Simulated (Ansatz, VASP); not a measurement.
## Au: VASP beside Ansatz

```xyz
2
Lattice="2.8903 0.0000 0.0000 -1.4451 2.5031 0.0000 0.0000 0.0000 4.8637" Properties=species:S:1:pos:R:3 pbc="T T T"
Au    0.0000    1.6687    3.6478
Au    1.4451    0.8344    1.2159
```

Change from the starting cell: volume scaled by 0.99, crystal datasets.

Alike in both runs: task electric field gradients; functional LDA; k mesh 14 × 14 × 8; occupations fermi-dirac, width 0.03 eV; no spin polarisation.

|  | VASP | Ansatz |
| --- | --- | --- |
| version | VASP 6.6.1 | Ansatz 0.2.0 |
| potentials or method | VASP PAW LDA potentials, release 64 (Au), cutoff 520 eV | all-electron PAW with datasets made for the crystal, scalar-relativistic |

|  | VASP | Ansatz | Ansatz less VASP |
| --- | --- | --- | --- |
| pressure (GPa) | -9.0 | -9.4 | -0.41 |
| traceless stress, the component that is largest in VASP (GPa) | -0.13 | 0.00 | +0.129 |
| size of Vzz on the site where it differs most (V/Å²) | 24.5 | 11.6 | -12.87 |

LDA's correlation is that of Perdew and Zunger in VASP and of Perdew and Wang (1992) in Ansatz. Ansatz ran all-electron here, and VASP with PAW potentials.

Neither program's run includes spin-orbit coupling.
